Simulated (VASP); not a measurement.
# AlN (P6_3/mmc) in VASP: further runs, part 2 of 2

VASP 6.6.1. The steps go on from the part before.

**5. Single point, PBEsol (volume 10.942 Å^3 an atom, c/a of the conventional cell 1.2949)**

Input file INCAR:

```
SYSTEM = AlN
  PREC = Accurate
  ENCUT = 520
  EDIFF = 1E-7
  ISMEAR = 0
  SIGMA = 0.05
  LREAL = .FALSE.
  LASPH = .TRUE.
  NELM = 80
  ALGO = Normal
  ISIF = 2
  LWAVE = .FALSE.
  LCHARG = .FALSE.
  GGA = PS
  NBANDS = 16
```

Input file KPOINTS:

```
Automatic mesh
0
G
  9 9 6
  0 0 0
```

Input file POSCAR:

```
AlN
1.0
    3.3920580796      0.0000000000      0.0000000000
   -1.6960290398      2.9376084680      0.0000000000
    0.0000000000      0.0000000000      4.3923760072
Al N
2 2
Direct
    0.3333333333      0.6666666667      0.7500000000
    0.6666666667      0.3333333333      0.2500000000
    0.3333333333      0.6666666667      0.2500000000
    0.6666666667      0.3333333333      0.7500000000
```

Potentials or basis: VASP PAW PBE potentials, release 64 (Al, N).

Command:

```console
$ cat potpaw_PBE.64/Al/POTCAR potpaw_PBE.64/N/POTCAR > POTCAR
$ mpirun -np 1 vasp_std > vasp.out
```

OUTCAR:

```text
SYSTEM = AlN
   PREC = Accurate
   ENCUT = 520
   EDIFF = 1E-7
   ISMEAR = 0
   LREAL = .FALSE.
   LASPH = .TRUE.
   NELM = 80
   ISIF = 2
   GGA = PS

 ion  position               nearest neighbor table
   1  0.333  0.667  0.750-   4 1.96   4 1.96   4 1.96   3 2.20   3 2.20   2 2.94   2 2.94   2 2.94
                             2 2.94   2 2.94   2 2.94
   2  0.667  0.333  0.250-   3 1.96   3 1.96   3 1.96   4 2.20   4 2.20   1 2.94   1 2.94   1 2.94
                             1 2.94   1 2.94   1 2.94
   3  0.333  0.667  0.250-   2 1.96   2 1.96   2 1.96   1 2.20   1 2.20
   4  0.667  0.333  0.750-   1 1.96   1 1.96   1 1.96   2 2.20   2 2.20

  LATTYP: Found a hexagonal cell.
 ALAT       =     3.3920580796
 C/A-ratio  =     1.2949000000

  Lattice vectors:

 A1 = (   3.3920580796,   0.0000000000,   0.0000000000)
 A2 = (  -1.6960290398,   2.9376084680,   0.0000000000)
 A3 = (   0.0000000000,   0.0000000000,   4.3923760072)

Analysis of symmetry for initial positions (statically):
=====================================================================
 Subroutine PRICEL returns:
 Original cell was already a primitive cell.

 Routine SETGRP: Setting up the symmetry group for a
 hexagonal supercell.

 Subroutine GETGRP returns: Found 24 space group operations
 (whereof 12 operations were pure point group operations)
 out of a pool of 24 trial point group operations.

The static configuration has the point symmetry D_3d.
 The point group associated with its full space group is D_6h.

Analysis of symmetry for dynamics (positions and initial velocities):
=====================================================================
 Subroutine PRICEL returns:
 Original cell was already a primitive cell.

 Routine SETGRP: Setting up the symmetry group for a
 hexagonal supercell.

 Subroutine GETGRP returns: Found 24 space group operations
 (whereof 12 operations were pure point group operations)
 out of a pool of 24 trial point group operations.

The dynamic configuration has the point symmetry D_3d.
 The point group associated with its full space group is D_6h.

 Subroutine INISYM returns: Found 24 space group operations
 (whereof 12 operations are pure point group operations),
 and found     1 'primitive' translations

----------------------------------------------------------------------------------------

                                     Primitive cell

  volume of cell :      43.7680

  direct lattice vectors                    reciprocal lattice vectors
     3.392058080  0.000000000  0.000000000     0.294806273  0.170206481  0.000000000
    -1.696029040  2.937608468  0.000000000     0.000000000  0.340412962  0.000000000
     0.000000000  0.000000000  4.392376007     0.000000000  0.000000000  0.227667212

  length of vectors
     3.392058080  3.392058080  4.392376007     0.340412962  0.340412962  0.227667212

  position of ions in fractional coordinates (direct lattice)
     0.333333333  0.666666667  0.750000000
     0.666666667  0.333333333  0.250000000
     0.333333333  0.666666667  0.250000000
     0.666666667  0.333333333  0.750000000

  ion indices of the primitive-cell ions
   primitive index   ion index
                 1           1
                 2           2
                 3           3
                 4           4

[... 21 lines left out ...]
 Subroutine IBZKPT returns following result:
 ===========================================

 Found     48 irreducible k-points:

 Following reciprocal coordinates:
            Coordinates               Weight
  0.000000  0.000000  0.000000      1.000000
  0.111111 -0.000000  0.000000      6.000000
  0.222222  0.000000  0.000000      6.000000
  0.333333  0.000000  0.000000      6.000000
  0.444444  0.000000  0.000000      6.000000
  0.111111  0.111111  0.000000      6.000000
[... 16 lines left out ...]
  0.333333  0.222222  0.166667     24.000000
  0.333333  0.333333  0.166667      4.000000
 [... further k-points ...]
   k-points           NKPTS =     48   k-points in BZ     NKDIM =     48   number of bands    NBANDS=     16
   number of dos      NEDOS =    301   number of ions     NIONS =      4
   total plane-waves  NPLWV =  28224
   dimension x,y,z NGX =    28 NGY =   28 NGZ =   36
   dimension x,y,z NGXF=    56 NGYF=   56 NGZF=   72
   ions per type =               2   2
   NGX,Y,Z   is equivalent  to a cutoff of  13.72, 13.72, 13.63 a.u.
   NGXF,Y,Z  is equivalent  to a cutoff of  27.45, 27.45, 27.25 a.u.
 SYSTEM =  AlN
   PREC   = accura    normal or accurate (medium, high low for compatibility)
   ISTART =      0    job   : 0-new  1-cont  2-samecut
   ICHARG =      2    charge: 1-file 2-atom 10-const
   ISPIN  =      1    spin polarized calculation?
   LNONCOLLINEAR =      F non collinear calculations
   LSORBIT =      F    spin-orbit coupling
   LASPH  =      T    aspherical Exc in radial PAW
   ENCUT  =  520.0 eV  38.22 Ry    6.18 a.u.   6.31  6.31  8.17*2*pi/ulx,y,z
   NELM   =     80;   NELMIN=  2; NELMDL= -5     # of ELM steps
   EDIFF  = 0.1E-06   stopping-criterion for ELM
   LREAL  =      F    real-space projection
   EDIFFG = 0.1E-05   stopping-criterion for IOM
   NSW    =      0    number of steps for IOM
   IBRION =     -1    ionic relax: 0-MD 1-quasi-New 2-CG
   NFREE  =      0    steps in history (QN), initial steepest desc. (CG)
   ISIF   =      2    stress and relaxation
   ISYM   =      2    0-nonsym 1-usesym 2-fastsym
   POTIM  = 0.5000    time-step for ionic-motion
   TEBEG  =    0.0;   TEEND  =   0.0 temperature during run
   PSTRESS=    0.0 pullay stress
   NELECT =      16.0000    total number of electrons
   NUPDOWN=      -1.0000    fix difference up-down
   EMIN   =  10.00;   EMAX   =-10.00  energy-range for DOS
   EFERMI =   0.00;   METHOD = LEGACY
   ISMEAR =     0;   SIGMA  =   0.05  broadening in eV -4-tet -1-fermi 0-gaus
   EFERMI_NEDOS =   21; number of points for ismear=-14 and -15
   IALGO  =     38    algorithm
   IMIX   =      4    mixing-type and parameters
     AMIX     =   0.40;   BMIX     =  1.00
     AMIX_MAG =   1.60;   BMIX_MAG =  1.00
  volume/ion in A,a.u.               =      10.94        73.84
  Fermi-wavevector in a.u.,A,eV,Ry     =   1.170566  2.212049 18.643041  1.370225
  Thomas-Fermi vector in A             =   2.307023
   LORBIT       =      0    0 simple, 1 ext, 2 COOP (PROOUT), +10 PAW based schemes
   GGA     = PS    functional components
   LHFCALC =     F    Hartree Fock is set to
   AEXX    =    0.0000 exact exchange contribution
   IVDW    =     0    specifies the selected vdW correction
   LEPSILON=     F    determine dielectric tensor
   LRPA    =     F    only Hartree local field effects (RPA)
 non-spin polarized calculation
 Gauss-broadening in eV      SIGMA  =   0.05
  energy-cutoff  :      520.00
  volume of cell :       43.77
 maximum number of plane-waves:      1205
 NGX is ok and might be reduce to    28
   NGX = 13   NGY = 13   NGZ = 17

 number of electron      16.0000000 magnetization

 Free energy of the ion-electron system (eV)
  ---------------------------------------------------
  ext. energy  EPLUGINS =         0.00000000
  ---------------------------------------------------
  free energy    TOTEN  =       -30.64494898 eV

  energy without entropy =      -30.64494898  energy(sigma->0) =      -30.64494898

 E-fermi :   7.1173     XC(G=0): -10.9388

 val. band max:        6.9162294025   @ k =   0.0000   0.0000   0.0000
 cond. band min:       9.3194663699   @ k =   0.0000   0.0000   0.0000
 fundamental gap:      2.4032369674
 Fermi energy:         7.1173411288

 k-point     1 :       0.0000    0.0000    0.0000
  band No.  band energies     occupation
      1      -9.2070      2.00000
      2      -6.1101      2.00000
      3       0.4479      2.00000
      4       3.8771      2.00000
      5       3.8771      2.00000
      6       5.3348      2.00000
[... 433 lines left out ...]
      3       0.8248      2.00000
      4       1.5358      2.00000
      5       1.5358      2.00000
      6       3.8870      2.00000
[... 8 lines left out ...]
     15      17.4001      0.00000
     16      18.6920      0.00000

 [... further k-points ...]
[... 5 lines left out ...]
  --------------------------------------------------------------------------------------
  -------------------------------------------------------------------------------------
  Total       -5.1896774     -5.1896774     -4.9988042      0.0000000      0.0000000      0.0000000
  in kB     -189.9740322   -189.9740322   -182.9869026      0.0000000      0.0000000      0.0000000
  external PRESSURE =    -187.6449890 kB  Pullay stress =       0.0000000 kB

 VOLUME and BASIS-vectors are now :
 -----------------------------------------------------------------------------
  energy-cutoff  :      520.00
  volume of cell :       43.77
      direct lattice vectors                 reciprocal lattice vectors
     3.392058080  0.000000000  0.000000000     0.294806273  0.170206481  0.000000000
    -1.696029040  2.937608468  0.000000000     0.000000000  0.340412962  0.000000000
     0.000000000  0.000000000  4.392376007     0.000000000  0.000000000  0.227667212

 POSITION                                       TOTAL-FORCE (eV/Angst)
 -----------------------------------------------------------------------------------
     -0.00000      1.95841      3.29428         0.000000      0.000000      0.000000
      1.69603      0.97920      1.09809        -0.000000      0.000000      0.000000
     -0.00000      1.95841      1.09809        -0.000000     -0.000000      0.000000
      1.69603      0.97920      3.29428        -0.000000      0.000000      0.000000
 -----------------------------------------------------------------------------------
    total drift:                               -0.000000      0.000000      0.000000

  FREE ENERGIE OF THE ION-ELECTRON SYSTEM (eV)
  ---------------------------------------------------
  free  energy   TOTEN  =       -30.6449489831 eV

  energy  without entropy=      -30.6449489831  energy(sigma->0) =      -30.64494898
```

OSZICAR:

```text
N       E                     dE             d eps       ncg     rms          rms(c)
DAV:   1     0.408918825711E+02    0.40892E+02   -0.71552E+03  1536   0.889E+02
DAV:   2    -0.308997934981E+02   -0.71792E+02   -0.64966E+02  2224   0.180E+02
DAV:   3    -0.345447830985E+02   -0.36450E+01   -0.36334E+01  1848   0.431E+01
DAV:   4    -0.345688156617E+02   -0.24033E-01   -0.24030E-01  1896   0.390E+00
DAV:   5    -0.345691509483E+02   -0.33529E-03   -0.33528E-03  1776   0.461E-01    0.107E+01
DAV:   6    -0.307039670702E+02    0.38652E+01   -0.82209E+00  1992   0.209E+01    0.375E+00
DAV:   7    -0.306874385422E+02    0.16529E-01   -0.54530E-01  1624   0.511E+00    0.267E+00
DAV:   8    -0.306524965689E+02    0.34942E-01   -0.10176E-01  1624   0.264E+00    0.917E-01
DAV:   9    -0.306446528515E+02    0.78437E-02   -0.17164E-02  1864   0.102E+00    0.293E-01
DAV:  10    -0.306450453576E+02   -0.39251E-03   -0.21669E-03  1832   0.315E-01    0.178E-01
DAV:  11    -0.306449511945E+02    0.94163E-04   -0.12552E-04  1864   0.847E-02    0.452E-02
DAV:  12    -0.306449496217E+02    0.15728E-05   -0.59340E-06  1760   0.195E-02    0.106E-02
DAV:  13    -0.306449489236E+02    0.69811E-06   -0.31265E-06  1936   0.132E-02    0.411E-03
DAV:  14    -0.306449489831E+02   -0.59550E-07   -0.17014E-07  1136   0.379E-03
   1 F= -.30644949E+02 E0= -.30644949E+02  d E =-.546489E-11
```

stdout:

```text
POSCAR found type information on POSCAR AlN
 POSCAR found :  2 types and       4 ions
 scaLAPACK will be used
 -----------------------------------------------------------------------------
|                                                                             |
|                                                                             |
|     You enforced a specific xc type in the INCAR file but a different       |
|     I HOPE YOU KNOW WHAT YOU ARE DOING!                                     |
|                                                                             |
 -----------------------------------------------------------------------------

 LDA part: xc-table for (Slater+PW92), standard interpolation
 POSCAR, INCAR and KPOINTS ok, starting setup
 FFT: planning ... GRIDC
 FFT: planning ... GRID_SOFT
 FFT: planning ... GRID
 WAVECAR not read
 entering main loop
```

Wall time 18 s (1 thread of AMD EPYC 9R45 (Zen 5), shared host); peak memory 0.14 GiB.

What came out:

* Free energy: -30.6449 eV
* Pressure: -18.8 GPa
* Band gap on the k mesh: 2.40 eV, direct

Levels at points of the mesh, in eV from the valence-band top:
```csv
k point,band 5,band 6,band 7,band 8,band 9,band 10,band 11,band 12
"(0.00, 0.00, 0.00)",-3.04,-1.58,-1.58,0.00,2.40,3.61,7.69,7.69
"(0.00, 0.00, 0.50)",-2.34,-2.34,-2.34,-2.34,4.89,4.89,7.95,7.95
```

Caveat: the PAW data sets were made with another functional, which shifts forces and pressure a little.

**6. Single point, PBEsol (volume 10.942 Å^3 an atom, c/a of the conventional cell 1.2540)**

Input file INCAR:

```
SYSTEM = AlN
PREC     = Accurate       ! precision mode
ENCUT    = 520            ! plane-wave cutoff, eV
EDIFF    = 1E-6           ! SCF threshold, eV
ISMEAR   = 0              ! smearing method
SIGMA    = 0.05           ! smearing width, eV
LREAL    = .FALSE.        ! projectors in reciprocal space
LASPH    = .TRUE.         ! aspherical terms in the spheres
NELM     = 80             ! most SCF steps
ALGO     = Normal         ! electronic algorithm
ISIF     = 2              ! what is computed and relaxed
LWAVE    = .FALSE.        ! write WAVECAR
LCHARG   = .FALSE.        ! write CHGCAR
GGA      = PS             ! functional
NBANDS   = 16             ! bands
```

KPOINTS is that of step 5.

Input file POSCAR:

```
AlN
1.0
    3.4285431259      0.0000000000      0.0000000000
   -1.7142715630      2.9692054450      0.0000000000
    0.0000000000      0.0000000000      4.2993899492
Al N
2 2
Direct
    0.3333333333      0.6666666667      0.7500000000
    0.6666666667      0.3333333333      0.2500000000
    0.3333333333      0.6666666667      0.2500000000
    0.6666666667      0.3333333333      0.7500000000
```

Potentials or basis: VASP PAW PBE potentials, release 64 (Al, N).

Command:

```console
$ cat potpaw_PBE.64/Al/POTCAR potpaw_PBE.64/N/POTCAR > POTCAR
$ mpirun -np 1 vasp_std > vasp.out
```

Run time: 14 s. Hardware: 1 thread of AMD EPYC 9R45 (Zen 5), shared host; peak memory 0.14 GiB.

It converged, with:

- Free energy: -30.6334 eV
- Pressure: -19.6 GPa
- Band gap on the k mesh: 2.51 eV, direct

Stress tensor (GPa, compression positive):
```
-20.67   0.00   0.00
  0.00 -20.67   0.00
  0.00   0.00 -17.41
```

Levels at points of the mesh, in eV from the valence-band top:
```
           k point  band 5  band 6  band 7  band 8  band 9  band 10  band 11  band 12
(0.00, 0.00, 0.00)   -3.00   -1.39   -1.39    0.00    2.51     3.59     7.63     7.63
(0.00, 0.00, 0.50)   -2.23   -2.23   -2.23   -2.23    5.01     5.01     7.86     7.86
```

Caveat: the PAW data sets were made with another functional, which shifts forces and pressure a little.

**7. Overview**

| cell | gap on the mesh (eV) | pressure (GPa) |
| --- | --- | --- |
| a = 3.338, b = 3.338, c = 4.535 Å, angles 90.0, 90.0, 120.0°, 4 atoms | 2.28 | -16.5 |
| a = 3.356, b = 3.356, c = 4.487 Å, angles 90.0, 90.0, 120.0°, 4 atoms | 2.32 | -17.4 |
| a = 3.465, b = 3.465, c = 4.208 Å, angles 90.0, 90.0, 120.0°, 4 atoms | 2.63 | -19.9 |
| a = 3.392, b = 3.392, c = 4.392 Å, angles 90.0, 90.0, 120.0°, 4 atoms | 2.40 | -18.8 |
| a = 3.429, b = 3.429, c = 4.299 Å, angles 90.0, 90.0, 120.0°, 4 atoms | 2.51 | -19.6 |

Alike in all rows: task single point; level PBEsol; potentials or basis VASP PAW PBE potentials, release 64 (Al, N); no spin polarisation; k mesh 9 × 9 × 6; cutoff (eV) 520; smearing gaussian 0.05 eV.

Caveats: the PAW data sets were made with another functional, which shifts forces and pressure a little.

Total energies depend on the potentials used, so only differences within one code and one set of settings carry meaning.
